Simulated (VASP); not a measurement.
## CoO: single point with PBE

Crystal: CoO.

```
Co O
1.0
     0.00000    2.12416    2.12416
     2.12416    0.00000    2.12416
     2.12416    2.12416    0.00000
Co O
1 1
Cartesian
  0.0000 0.0000 0.0000
  2.1242 2.1242 2.1242
```

```
Program                : VASP 6.6.1
Task                   : single point
Functional             : PBE
Potentials or basis    : VASP PAW PBE potentials, release 64 (Co, O)
Cutoff                 : 520 eV
k mesh                 : 24 × 24 × 24
Occupations            : gaussian, width 0.15 eV
Spin                   : collinear spin, ferromagnetic start
Starting moments       : [2.74, 0.35] μB
Dipole correction      : no
Further INCAR settings : ALGO = Normal; EDIFF = 1e-07; NBANDS = 18
```

```
Pressure                                              : -0.7 GPa
Net moment                                            : 2.86 μB per cell
Site moments                                          : Co +2.53; O +0.28 μB
Valence electrons inside the program's atomic spheres : Co 7.81; O 4.98
```

Levels at points of the mesh, in eV from the Fermi level:
Spin up:
```csv
k point,band 6,band 7,band 8,band 9,band 10,band 11,band 12,band 13
"(0.00, 0.00, 0.00)",-3.14,-3.04,-3.04,-3.04,1.05,16.89,18.21,18.21
"(0.50, 0.00, 0.00)",-2.31,-1.76,0.15,0.15,5.10,9.43,13.51,13.51
"(0.50, 0.50, 0.00)",-2.89,-2.37,-2.02,-2.02,5.94,9.88,11.74,15.86
```
Spin down:
| k point | band 3 | band 4 | band 5 | band 6 | band 7 | band 8 | band 9 | band 10 |
| --- | --- | --- | --- | --- | --- | --- | --- | --- |
| (0.00, 0.00, 0.00) | -2.61 | -2.61 | -1.11 | -1.11 | -1.11 | 0.06 | 0.06 | 1.58 |
| (0.50, 0.00, 0.00) | -4.68 | -4.68 | -0.13 | -0.13 | 0.18 | 2.72 | 2.72 | 5.38 |
| (0.50, 0.50, 0.00) | -3.86 | -3.86 | -2.24 | 0.13 | 0.13 | 0.54 | 1.01 | 6.78 |

Wall time 6.1 min on 1 thread of Intel Xeon 8259CL (shared host), peak memory 0.33 GiB.

Caveat: a cell with one magnetic atom can't hold antiferromagnetic order, which such compounds often take; semilocal functionals often make such compounds metallic where correlation or magnetic order opens a gap, which also shifts bond lengths. With open d or f shells a metallic result of PBE can be an artefact of self-interaction; +U or a hybrid may open a gap.
